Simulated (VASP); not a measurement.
# ZnS in VASP: further runs

The runs below take ZnS through single point, with r2SCAN.

All numbers are computed with VASP 6.6.1; they aren't measurements. Logs are shortened: lines on timing, memory, paths and dates and some standing lists are left out, and cuts for length are marked.

## 1. The cell of the first run

The structure is tetragonal, space group I-4m2 (No. 119). The conventional cell has a = 3.810 Å, b = 3.810 Å, c = 5.227 Å, α = 90.00°, β = 90.00°, γ = 90.00°. Zn (site symmetry -4m2) has 4 S at 2.31 Å within 3.1 Å. S (site symmetry -4m2) has 4 Zn at 2.31 Å within 3.1 Å.

## 2. Single point, r2SCAN (uniaxial z strain -3.0%)

Contents of POSCAR:

```
ZnS
1.0
    0.0000000000      2.6940858334      2.6132632584
    2.6940858334      0.0000000000      2.6132632584
    2.6940858334      2.6940858334      0.0000000000
Zn S
1 1
Direct
    0.0000000000      0.0000000000      0.0000000000
    0.2500000000      0.2500000000      0.2500000000
```

Contents of INCAR.step1:

```
SYSTEM = ZnS
  ALGO = Normal
  EDIFF = 1E-4
  ENCUT = 520
  GGA = PE
  ISMEAR = 0
  LASPH = .True.
  LCHARG = .False.
  LREAL = .False.
  LWAVE = .True.
  NBANDS = 16
  NELM = 60
  PREC = Accurate
  SIGMA = 0.01
```

Contents of INCAR.step2:

```
SYSTEM = ZnS
  ALGO = Normal
  EDIFF = 1E-7
  ENCUT = 520
  ISIF = 2
  ISMEAR = 0
  ISTART = 1
  LASPH = .True.
  LCHARG = .True.
  LELF = .True.
  LMIXTAU = .True.
  LREAL = .False.
  LVHAR = .True.
  LWAVE = .False.
  METAGGA = R2SCAN
  NBANDS = 16
  NELM = 60
  PREC = Accurate
  SIGMA = 0.01
```

Contents of KPOINTS:

```
k-points
0
Gamma
  8 8 8
  0 0 0
```

Potentials or basis: VASP PAW PBE potentials, release 64 (Zn, S).

Started as:

```bash
$ cat potpaw_PBE.64/Zn/POTCAR potpaw_PBE.64/S/POTCAR > POTCAR
$ cp INCAR.step1 INCAR
$ mpirun -np 1 vasp_std > vasp.out
$ cp INCAR.step2 INCAR
$ mpirun -np 1 vasp_std > vasp.out
```

OUTCAR:

```text
SYSTEM = ZnS
   EDIFF = 1E-7
   ENCUT = 520
   ISIF = 2
   ISMEAR = 0
   ISTART = 1
   LASPH = .True.
   LREAL = .False.
   METAGGA = R2SCAN
   NELM = 60
   PREC = Accurate

 ion  position               nearest neighbor table
   1  0.000  0.000  0.000-   2 2.31   2 2.31   2 2.31   2 2.31
   2  0.250  0.250  0.250-   1 2.31   1 2.31   1 2.31   1 2.31

  LATTYP: Found a body centered tetragonal cell.
 ALAT       =     3.8100127238
 C/A-ratio  =     1.3717871555

  Lattice vectors:

 A1 = (   0.0000000000,  -2.6940858334,  -2.6132632584)
 A2 = (   0.0000000000,   2.6940858334,  -2.6132632584)
 A3 = (   2.6940858334,   0.0000000000,   2.6132632584)

Analysis of symmetry for initial positions (statically):
=====================================================================
 Subroutine PRICEL returns:
 Original cell was already a primitive cell.

 Routine SETGRP: Setting up the symmetry group for a
 body centered tetragonal supercell.

 Subroutine GETGRP returns: Found  8 space group operations
 (whereof  8 operations were pure point group operations)
 out of a pool of 16 trial point group operations.

The static configuration has the point symmetry D_2d.

Analysis of symmetry for dynamics (positions and initial velocities):
=====================================================================
 Subroutine PRICEL returns:
 Original cell was already a primitive cell.

 Routine SETGRP: Setting up the symmetry group for a
 body centered tetragonal supercell.

 Subroutine GETGRP returns: Found  8 space group operations
 (whereof  8 operations were pure point group operations)
 out of a pool of 16 trial point group operations.

The dynamic configuration has the point symmetry D_2d.

 Subroutine INISYM returns: Found  8 space group operations
 (whereof  8 operations are pure point group operations),
 and found     1 'primitive' translations

----------------------------------------------------------------------------------------

                                     Primitive cell

  volume of cell :      37.9346

  direct lattice vectors                    reciprocal lattice vectors
     0.000000000  2.694085833  2.613263258    -0.185591711  0.185591711  0.191331661
     2.694085833  0.000000000  2.613263258     0.185591711 -0.185591711  0.191331661
     2.694085833  2.694085833  0.000000000     0.185591711  0.185591711 -0.191331661

  length of vectors
     3.753297661  3.753297661  3.810012724     0.324802049  0.324802049  0.324802049
[... 75 lines left out ...]
   ISPIN  =      1    spin polarized calculation?
   LNONCOLLINEAR =      F non collinear calculations
   LSORBIT =      F    spin-orbit coupling
   LASPH  =      T    aspherical Exc in radial PAW
   ENCUT  =  520.0 eV  38.22 Ry    6.18 a.u.   6.98  6.98  7.08*2*pi/ulx,y,z
   NELM   =     60;   NELMIN=  2; NELMDL=  0     # of ELM steps
   EDIFF  = 0.1E-06   stopping-criterion for ELM
   LREAL  =      F    real-space projection
   EDIFFG = 0.1E-05   stopping-criterion for IOM
   NSW    =      0    number of steps for IOM
   IBRION =     -1    ionic relax: 0-MD 1-quasi-New 2-CG
   NFREE  =      0    steps in history (QN), initial steepest desc. (CG)
   ISIF   =      2    stress and relaxation
   ISYM   =      2    0-nonsym 1-usesym 2-fastsym
   POTIM  = 0.5000    time-step for ionic-motion
   TEBEG  =    0.0;   TEEND  =   0.0 temperature during run
   PSTRESS=    0.0 pullay stress
   NELECT =      18.0000    total number of electrons
   NUPDOWN=      -1.0000    fix difference up-down
   EMIN   =  10.00;   EMAX   =-10.00  energy-range for DOS
   EFERMI =   0.00;   METHOD = LEGACY
   ISMEAR =     0;   SIGMA  =   0.01  broadening in eV -4-tet -1-fermi 0-gaus
   EFERMI_NEDOS =   21; number of points for ismear=-14 and -15
   IALGO  =     38    algorithm
   IMIX   =      4    mixing-type and parameters
     AMIX     =   0.40;   BMIX     =  1.00
     AMIX_MAG =   1.60;   BMIX_MAG =  1.00
  volume/ion in A,a.u.               =      18.97       128.00
  Fermi-wavevector in a.u.,A,eV,Ry     =   1.276891  2.412973 22.183611  1.630449
  Thomas-Fermi vector in A             =   2.409521
   LORBIT       =      0    0 simple, 1 ext, 2 COOP (PROOUT), +10 PAW based schemes
   METAGGA = R2SCAN    functional components
   LHFCALC =     F    Hartree Fock is set to
   AEXX    =    0.0000 exact exchange contribution
   IVDW    =     0    specifies the selected vdW correction
   LEPSILON=     F    determine dielectric tensor
   LRPA    =     F    only Hartree local field effects (RPA)
 non-spin polarized calculation
 Gauss-broadening in eV      SIGMA  =   0.01
  energy-cutoff  :      520.00
  volume of cell :       37.93
 maximum number of plane-waves:      1036
   NGX = 13   NGY = 13   NGZ = 15

 number of electron      18.0000012 magnetization

 Free energy of the ion-electron system (eV)
  ---------------------------------------------------
  ext. energy  EPLUGINS =         0.00000000
  ---------------------------------------------------
  free energy    TOTEN  =       -18.85392527 eV

  energy without entropy =      -18.85392527  energy(sigma->0) =      -18.85392527

 E-fermi :   2.3584     XC(G=0): -10.4852

 val. band max:        2.2780792210   @ k =   0.0000   0.0000   0.0000
 cond. band min:       5.0655162788   @ k =   0.0000   0.0000   0.0000
 fundamental gap:      2.7874370578
 Fermi energy:         2.3583750484

 k-point     1 :       0.0000    0.0000    0.0000
  band No.  band energies     occupation
      1     -11.7561      2.00000
      2      -4.4618      2.00000
      3      -4.4618      2.00000
      4      -4.4440      2.00000
      5      -3.8644      2.00000
      6      -3.8546      2.00000
[... 433 lines left out ...]
      3      -4.3023      2.00000
      4      -4.2447      2.00000
      5      -3.8645      2.00000
      6      -3.8229      2.00000
[... 8 lines left out ...]
     15      15.5386      0.00000
     16      16.1265      0.00000

 [... further k-points ...]
[... 5 lines left out ...]
  --------------------------------------------------------------------------------------
  -------------------------------------------------------------------------------------
  Total        0.5241410      0.5241410      0.8176109      0.0000000      0.0000000      0.0000000
  in kB       22.1372003     22.1372003     34.5319597      0.0000000      0.0000000      0.0000000
  external PRESSURE =      26.2687868 kB  Pullay stress =       0.0000000 kB

 VOLUME and BASIS-vectors are now :
 -----------------------------------------------------------------------------
  energy-cutoff  :      520.00
  volume of cell :       37.93
      direct lattice vectors                 reciprocal lattice vectors
     0.000000000  2.694085833  2.613263258    -0.185591711  0.185591711  0.191331661
     2.694085833  0.000000000  2.613263258     0.185591711 -0.185591711  0.191331661
     2.694085833  2.694085833  0.000000000     0.185591711  0.185591711 -0.191331661

 POSITION                                       TOTAL-FORCE (eV/Angst)
 -----------------------------------------------------------------------------------
      0.00000      0.00000      0.00000        -0.000000     -0.000000     -0.000000
      1.34704      1.34704      1.30663         0.000000      0.000000      0.000000
 -----------------------------------------------------------------------------------
    total drift:                               -0.000004     -0.000004      0.000045

  FREE ENERGIE OF THE ION-ELECTRON SYSTEM (eV)
  ---------------------------------------------------
  free  energy   TOTEN  =       -18.8539252658 eV

  energy  without entropy=      -18.8539252658  energy(sigma->0) =      -18.85392527
```

OUTCAR.step1:

```text
SYSTEM = ZnS
   EDIFF = 1E-4
   ENCUT = 520
   GGA = PE
   ISMEAR = 0
   LASPH = .True.
   LREAL = .False.
[... 677 lines left out ...]
      0.00000      0.00000      0.00000        -0.000000     -0.000000     -0.000000
      1.34704      1.34704      1.30663         0.000000      0.000000      0.000000
 -----------------------------------------------------------------------------------
    total drift:                                0.000002      0.000002      0.000001

  FREE ENERGIE OF THE ION-ELECTRON SYSTEM (eV)
  ---------------------------------------------------
  free  energy   TOTEN  =        -6.8123538525 eV

  energy  without entropy=       -6.8123538525  energy(sigma->0) =       -6.81235385
```

OSZICAR.step1:

```text
N       E                     dE             d eps       ncg     rms          rms(c)
DAV:   1     0.896540531686E+02    0.89654E+02   -0.89228E+03  1896   0.136E+03
DAV:   2    -0.140502111815E+01   -0.91059E+02   -0.85071E+02  2192   0.263E+02
DAV:   3    -0.718385952082E+01   -0.57788E+01   -0.57567E+01  2352   0.650E+01
DAV:   4    -0.724236956793E+01   -0.58510E-01   -0.58500E-01  2336   0.674E+00
DAV:   5    -0.724304133880E+01   -0.67177E-03   -0.67176E-03  2400   0.692E-01    0.741E+00
DAV:   6    -0.683469347197E+01    0.40835E+00   -0.73951E-01  2808   0.307E+01    0.574E+00
DAV:   7    -0.681276880767E+01    0.21925E-01   -0.26433E-01  2288   0.474E+00    0.287E+00
DAV:   8    -0.681201725678E+01    0.75155E-03   -0.55398E-03  2520   0.102E+00    0.758E-01
DAV:   9    -0.681220020585E+01   -0.18295E-03   -0.13549E-03  2312   0.288E-01    0.926E-02
DAV:  10    -0.681235307205E+01   -0.15287E-03   -0.20010E-04  2296   0.103E-01    0.314E-02
DAV:  11    -0.681235385255E+01   -0.78050E-06   -0.27878E-05  1320   0.412E-02
   1 F= -.68123539E+01 E0= -.68123539E+01  d E =-.128176E-55
```

Run time: 66 s. Hardware: 1 thread of Intel Xeon 6975P-C (Granite Rapids), shared host; peak memory 0.18 GiB.

What came out:

- Free energy: -18.8539 eV
- Pressure: 2.6 GPa
- Band gap on the k mesh: 2.79 eV, direct

Levels at points of the mesh, in eV from the valence-band top:
| k point | band 6 | band 7 | band 8 | band 9 | band 10 | band 11 | band 12 | band 13 |
| --- | --- | --- | --- | --- | --- | --- | --- | --- |
| (0.00, 0.00, 0.00) | -6.13 | -0.11 | -0.11 | 0.00 | 2.79 | 6.81 | 6.81 | 6.81 |
| (0.50, 0.00, 0.00) | -5.93 | -5.73 | -1.10 | -0.93 | 3.81 | 7.16 | 7.46 | 9.51 |
| (0.50, 0.50, 0.00) | -5.87 | -4.72 | -2.61 | -2.61 | 3.46 | 4.19 | 12.25 | 12.98 |
| (0.50, 0.00, 0.50) | -5.93 | -4.90 | -2.48 | -2.40 | 3.63 | 4.51 | 11.87 | 12.89 |

Caveat: the cell differs from its parent crystal (uniaxial z strain -3.0%); the PAW data sets were made with another functional, which shifts forces and pressure a little.

[end of part 1 of 2]
